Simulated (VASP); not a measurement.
A run of VASP 6.6.1:

Contents of POSCAR:

```
LiZn3
1.0
    2.6906799852      0.0000000000      0.0000000000
   -1.3453399926      2.3301972206      0.0000000000
    0.0000000000      0.0000000000      8.6785233581
Li Zn
1 3
Direct
    0.0000000000      0.0000000000      0.0000000000
    0.0000000000      0.0000000000      0.5000000000
    0.6666666667      0.3333333333      0.2440648471
    0.6666666667      0.3333333333      0.7559351529
```

File INCAR.step1:

```
PREC = Accurate
ENCUT = 520
ISMEAR = -1
SIGMA = 0.02
LREAL = False
LASPH = True
NELM = 100
NBANDS = 28
GGA = PE
ALGO = Normal
EDIFF = 1E-4
LWAVE = True
LCHARG = False
```

File INCAR.step2:

```
PREC = Accurate
ENCUT = 520
EDIFF = 1E-6
ISMEAR = -1
SIGMA = 0.02
LREAL = False
LASPH = True
NELM = 100
ALGO = Normal
ISIF = 2
LWAVE = False
LCHARG = True
METAGGA = R2SCAN
LMIXTAU = True
IVDW = 12
VDW_S6 = 1.0
VDW_S8 = 0.78981345
VDW_A1 = 0.49484001
VDW_A2 = 5.73083694
LELF = True
LVHAR = True
NBANDS = 28
ISTART = 1
```

File KPOINTS:

```
regular mesh
0
Gamma
  7 7 2
```

Potentials or basis: VASP PAW PBE potentials, release 64 (Li_sv, Zn).

Launch:

```bash
$ cat potpaw_PBE.64/Li_sv/POTCAR potpaw_PBE.64/Zn/POTCAR > POTCAR
$ cp INCAR.step1 INCAR
$ mpirun -np 1 vasp_std > vasp.out
$ cp INCAR.step2 INCAR
$ mpirun -np 1 vasp_std > vasp.out
```

Hardware: 1 thread of Intel Xeon 8259CL (shared host).

**Question.** How long does it take, and how much memory?

**Answer.** Wall time 2.2 min on 1 thread of Intel Xeon 8259CL (shared host), peak memory 0.19 GiB. Counts: k points 16.
